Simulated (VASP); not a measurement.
**PbS: relaxation of cell and atoms with LDA**

Crystal: PbS.

```xyz
2
Lattice="2.1127 1.2197 3.4519 -2.1127 1.2197 3.4519 0.0000 -2.4395 3.4519" Properties=species:S:1:pos:R:3 pbc="T T T"
Pb    0.0000    0.0000   10.1545
S     0.0000    0.0000    4.9194
```

```
Program                : VASP 6.6.1
Task                   : relaxation of cell and atoms
Functional             : LDA
Potentials or basis    : VASP PAW LDA potentials, release 64 (Pb_d, S)
Cutoff                 : 500 eV
k mesh                 : 4 × 4 × 4
Occupations            : gaussian, width 0.01 eV
Spin                   : no spin polarisation
Dipole correction      : no
Further INCAR settings : ALGO = Normal; EDIFF = 1e-07; IBRION = 2; EDIFFG = -0.01; NSW = 80; ISIF = 3
```

- Relaxed volume: 24.95 Å³/atom
- Relaxed cell: a = 4.133 Å, b = 4.133 Å, c = 4.133 Å, α = 59.99°, β = 59.99°, γ = 59.99°
- Space group after relaxing (to 0.05 Å): R3m (No. 160)
- Energy gained by relaxing: 23.6 meV/atom
- Ionic steps: 12
- Pressure after relaxing: 0.0 GPa
- Largest force after relaxing: 0.003 eV/Å
- Band gap on the k mesh: 0.25 eV, direct

Forces in eV/Å, atoms in the order of the input:
```
Pb   0.000  0.000  0.003
S    0.000  0.000 -0.003
```

The path:
```
step  energy change (eV)  largest force (eV/Å)  pressure (GPa)  volume (Å³)
   1              0.0000                0.0702           -3.64        53.37
   2             -0.0406                0.0855            0.75        48.82
   3             -0.0426                0.1001            0.09        49.60
   4             -0.0426                0.0999            0.05        49.68
   5             -0.0426                0.0996           -0.01        49.75
   6             -0.0435                0.0909           -0.02        49.74
   7             -0.0456                0.0611            0.05        49.70
   8             -0.0468                0.0162            0.32        49.64
   9             -0.0469                0.0054            0.22        49.65
  10             -0.0468                0.0072           -0.37        50.24
  11             -0.0471                0.0064           -0.03        49.91
  12             -0.0472                0.0030           -0.02        49.91
```

Final structure:
```
Pb S
1.0
     2.06612    1.19288    3.37504
    -2.06612    1.19288    3.37504
     0.00000   -2.38575    3.37504
Pb S
1 1
Direct
  0.98503 0.98503 0.98503
  0.47057 0.47057 0.47057
```

Levels at points of the mesh, in eV from the valence-band top:
```
           k point  band 6  band 7  band 8  band 9  band 10  band 11  band 12  band 13  band 14
(0.00, 0.00, 0.00)  -13.98   -5.94   -2.38   -2.38    -2.33     5.00     5.18     5.18     6.65
(0.50, 0.00, 0.00)  -12.58   -9.16   -1.99   -1.97     0.00     0.25     1.85     1.87     8.52
(0.50, 0.50, 0.00)  -12.06   -7.37   -5.55   -3.75    -3.69     3.46     5.65     5.80     5.91
(0.50, 0.50, 0.50)  -12.62   -9.09   -1.96   -1.96    -0.26     0.47     1.80     1.80     8.48
```

Run time: 25 s on 1 thread of Intel(R) Xeon(R) 6975P-C (Granite Rapids), on a shared host, peak memory 0.16 GiB.

Caveat: the k points lie up to 0.47 Å⁻¹ apart in the final cell; spin-orbit coupling is left out, which moves the levels of the heavy elements. A k mesh can miss the band edges.
